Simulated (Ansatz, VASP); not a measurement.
# SiNi in VASP and in Ansatz

File INCAR:

```
ALGO     = Normal         # electronic algorithm
EDIFF    = 1E-6           # SCF threshold, eV
ENCUT    = 520            # plane-wave cutoff, eV
ISIF     = 2              # what is computed and relaxed
ISMEAR   = -1             # smearing method
LASPH    = T              # aspherical terms in the spheres
LCHARG   = F              # write CHGCAR
LREAL    = F              # projectors in reciprocal space
LWAVE    = F              # write WAVECAR
NBANDS   = 14             # bands
NELM     = 100            # most SCF steps
PREC     = Accurate       # precision mode
SIGMA    = 0.08           # smearing width, eV
```

The input KPOINTS:

```
k-points
0
Gamma
  16 16 16
```

The input POSCAR:

```
SiNi
1.0
    0.0000000000      2.2245375381      2.2245375381
    2.2245375381      0.0000000000      2.2245375381
    2.2245375381      2.2245375381      0.0000000000
Ni Si
1 1
Direct
    0.0000000000      0.0000000000      0.0000000000
    0.5000000000      0.5000000000      0.5000000000
```

Input for Ansatz:

```yaml
crystal:
  lattice:
    - [0.0, 2.2245375381, 2.2245375381]
    - [2.2245375381, 0.0, 2.2245375381]
    - [2.2245375381, 2.2245375381, 0.0]
  atoms:
    - { symbol: Ni, position: [0.0, 0.0, 0.0] }
    - { symbol: Si, position: [0.5, 0.5, 0.5] }
kpoints:
  mp_grid: { grid: [16, 16, 16] }
scf:
  occupations: { method: fermi_dirac, width: 0.08 }
hamiltonian:
  xc: lda
  pseudopotentials: { kind: all_electron, lapw: { basis_error: 0.001 } }
output:
  forces: true
  stress: true
  eigenvalues: true
  populations: true
```

Change from the starting cell: volume scaled by 0.88, LAPW.

Alike in both runs: task single point; functional LDA; k mesh 16 × 16 × 16; occupations fermi-dirac, width 0.08 eV; no spin polarisation.

```csv
,VASP,Ansatz
version,VASP 6.6.1,Ansatz 0.2.0
potentials or method,"VASP PAW LDA potentials, release 64 (Ni, Si), cutoff 520 eV","all-electron LAPW, scalar-relativistic"
```

VASP gave:

| Property | Result |
| --- | --- |
| pressure (GPa) | 28.7 |

Question: Which values does Ansatz return?

Answer: Pressure (GPa): 28.2.

LDA's correlation is that of Perdew and Zunger in VASP and of Perdew and Wang (1992) in Ansatz. Both programs put the cell under a high pressure, so it lies far from rest at this level. Ansatz ran all-electron here, and VASP with PAW potentials.
